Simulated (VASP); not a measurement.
# Ta2N (P-3m1) in VASP: further runs, part 2 of 2

VASP 6.6.1.

## 3. Single point, r2SCAN+U

Contents of POSCAR:

```
Ta2N
1.0
    3.1128615060      0.0000000000      0.0000000000
   -1.5564307530      2.6958171426      0.0000000000
    0.0000000000      0.0000000000      4.8698410000
Ta N
2 1
Direct
    0.3333333333      0.6666666667      0.2547110000
    0.6666666667      0.3333333333      0.7452890000
    0.0000000000      0.0000000000      0.0000000000
```

Contents of INCAR.step1:

```
SYSTEM = Ta2N
PREC = Accurate
ENCUT = 520
ISMEAR = -1
SIGMA = 0.05
LREAL = .False.
LASPH = .True.
NELM = 150
LMAXMIX = 4
LDAU = .True.
LDAUTYPE = 2
LDAUL = 2 -1
LDAUU = 1 0
LDAUJ = 0 0
NBANDS = 20
GGA = PE
ALGO = Normal
EDIFF = 1E-4
LWAVE = .True.
LCHARG = .False.
```

Contents of INCAR.step2:

```
SYSTEM = Ta2N
PREC = Accurate
ENCUT = 520
EDIFF = 1E-6
ISMEAR = -1
SIGMA = 0.05
LREAL = .False.
LASPH = .True.
NELM = 150
ALGO = Normal
ISIF = 2
LWAVE = .False.
LCHARG = .True.
LMAXMIX = 4
LDAU = .True.
LDAUTYPE = 2
LDAUL = 2 -1
LDAUU = 1 0
LDAUJ = 0 0
LDAUPRINT = 1
METAGGA = R2SCAN
LMIXTAU = .True.
LELF = .True.
LVHAR = .True.
NBANDS = 20
ISTART = 1
```

Contents of KPOINTS:

```
regular mesh
0
Gamma
  10 10 6
  0 0 0
```

Potentials or basis: VASP PAW PBE potentials, release 64 (Ta_pv, N).

Started as:

```console
$ cat potpaw_PBE.64/Ta_pv/POTCAR potpaw_PBE.64/N/POTCAR > POTCAR
$ cp INCAR.step1 INCAR
$ mpirun -np 1 vasp_std > vasp.out
$ cp INCAR.step2 INCAR
$ mpirun -np 1 vasp_std > vasp.out
```

Run time: 2.5 min. Hardware: 1 thread of Intel Xeon 6975P-C, shared host; peak memory 0.2 GiB.

It converged, with:

```yaml
Free_energy: -107.2122 eV
Pressure: -1.5 GPa
Largest_force: 0.295 eV/Å
```

Forces on the atoms (eV/Å):
```
Ta   0.000  0.000  0.295
Ta   0.000  0.000 -0.295
N    0.000  0.000  0.000
```

Stress tensor (GPa, compression positive):
```
-2.69  0.00  0.00
 0.00 -2.69  0.00
 0.00  0.00  0.79
```

Levels at points of the mesh, in eV from the Fermi level:
| k point | band 10 | band 11 | band 12 | band 13 | band 14 | band 15 | band 16 | band 17 |
| --- | --- | --- | --- | --- | --- | --- | --- | --- |
| (0.00, 0.00, 0.00) | -6.47 | -5.55 | -0.65 | -0.20 | -0.20 | 0.14 | 0.35 | 0.35 |
| (0.50, 0.00, 0.00) | -6.79 | -4.75 | -3.01 | -1.71 | 1.83 | 1.94 | 3.85 | 4.10 |
| (0.00, 0.00, 0.50) | -6.64 | -3.08 | -3.07 | -1.09 | -1.09 | 1.78 | 1.96 | 2.39 |
| (0.50, 0.00, 0.50) | -6.54 | -3.47 | -2.56 | -2.37 | -0.41 | 0.72 | 3.46 | 3.62 |

Eigenvalues of the final occupation matrices:
```csv
site,spin,trace,eigenvalues
site 1 d,1,1.18,0.22 0.22 0.24 0.24 0.25
site 1 d,2,1.18,0.22 0.22 0.24 0.24 0.25
site 2 d,1,1.18,0.22 0.22 0.24 0.24 0.25
site 2 d,2,1.18,0.22 0.22 0.24 0.24 0.25
```

Caveat: the PAW data sets were made with another functional, which shifts forces and pressure a little; spin-orbit coupling is left out, which moves the levels of the heavy elements; U without spin polarisation on a metal has little footing.

## 4. Single point, r2SCAN+U

POSCAR is that of step 3.

Contents of INCAR.step1:

```
SYSTEM = Ta2N
  PREC = Accurate
  ENCUT = 520
  ISMEAR = -1
  SIGMA = 0.05
  LREAL = .False.
  LASPH = .True.
  NELM = 150
  LMAXMIX = 4
  LDAU = .True.
  LDAUTYPE = 2
  LDAUL = 2 -1
  LDAUU = 2 0
  LDAUJ = 0 0
  NBANDS = 20
  GGA = PE
  ALGO = Normal
  EDIFF = 1E-4
  LWAVE = .True.
  LCHARG = .False.
```

Contents of INCAR.step2:

```
SYSTEM = Ta2N
  PREC = Accurate
  ENCUT = 520
  EDIFF = 1E-6
  ISMEAR = -1
  SIGMA = 0.05
  LREAL = .False.
  LASPH = .True.
  NELM = 150
  ALGO = Normal
  ISIF = 2
  LWAVE = .False.
  LCHARG = .False.
  LMAXMIX = 4
  LDAU = .True.
  LDAUTYPE = 2
  LDAUL = 2 -1
  LDAUU = 2 0
  LDAUJ = 0 0
  LDAUPRINT = 1
  METAGGA = R2SCAN
  LMIXTAU = .True.
  NBANDS = 20
  ISTART = 1
```

Contents of KPOINTS:

```
Automatic mesh
0
Gamma
  10 10 6
  0 0 0
```

Started as:

```console
$ cat potpaw_PBE.64/Ta_pv/POTCAR potpaw_PBE.64/N/POTCAR > POTCAR
$ cp INCAR.step1 INCAR
$ mpirun -np 1 vasp_std > vasp.out
$ cp INCAR.step2 INCAR
$ mpirun -np 1 vasp_std > vasp.out
```

Run time: 2 min. Hardware: 1 thread of Intel Xeon 6975P-C, shared host; peak memory 0.2 GiB.

It converged, with:

```
Free energy   : -105.4240 eV
Pressure      : 1.3 GPa
Largest force : 0.411 eV/Å
```

Forces on the atoms (eV/Å):
```
Ta   0.000  0.000  0.411
Ta   0.000  0.000 -0.411
N    0.000  0.000  0.000
```

Stress tensor (GPa, compression positive):
```
-0.21  0.00  0.00
 0.00 -0.21  0.00
 0.00  0.00  4.20
```

Levels at points of the mesh, in eV from the Fermi level:
```tsv
k point	band 10	band 11	band 12	band 13	band 14	band 15	band 16	band 17
(0.00, 0.00, 0.00)	-6.52	-5.72	-0.66	-0.18	-0.18	0.08	0.38	0.38
(0.50, 0.00, 0.00)	-6.84	-4.77	-3.09	-1.81	1.83	1.93	3.84	4.14
(0.00, 0.00, 0.50)	-6.69	-3.19	-3.12	-1.07	-1.07	1.74	1.83	2.42
(0.50, 0.00, 0.50)	-6.60	-3.53	-2.66	-2.44	-0.45	0.74	3.51	3.61
```

Eigenvalues of the final occupation matrices:
| site | spin | trace | eigenvalues |
| --- | --- | --- | --- |
| site 1 d | 1 | 1.16 | 0.22 0.22 0.24 0.24 0.25 |
| site 1 d | 2 | 1.16 | 0.22 0.22 0.24 0.24 0.25 |
| site 2 d | 1 | 1.16 | 0.22 0.22 0.24 0.24 0.25 |
| site 2 d | 2 | 1.16 | 0.22 0.22 0.24 0.24 0.25 |

Caveat: the PAW data sets were made with another functional, which shifts forces and pressure a little; spin-orbit coupling is left out, which moves the levels of the heavy elements; U without spin polarisation on a metal has little footing.

## 5. Summary

```csv
level,U,gap on the mesh (eV),pressure (GPa),largest force (eV/Å)
r2SCAN,-,none,-4.3,0.18
r2SCAN+U,Ta d U = 1.0 eV,none,-1.5,0.30
r2SCAN+U,Ta d U = 2.0 eV,none,1.3,0.41
```

Alike in all rows: task single point; potentials or basis VASP PAW PBE potentials, release 64 (Ta_pv, N); no spin polarisation; cell as given; k mesh 10 × 10 × 6; cutoff (eV) 520; smearing fermi-dirac 0.05 eV.

Every run on the cell as given and a fine mesh finds a metal. The pressure there spans -4.3 GPa (r2SCAN) to 1.3 GPa (r2SCAN+U); a positive pressure means that this level wants a larger cell, a negative one a smaller.

Caveats: the PAW data sets were made with another functional, which shifts forces and pressure a little; spin-orbit coupling is left out, which moves the levels of the heavy elements; U without spin polarisation on a metal has little footing (some runs).

Absolute energies hang on the potentials; compare differences alone.
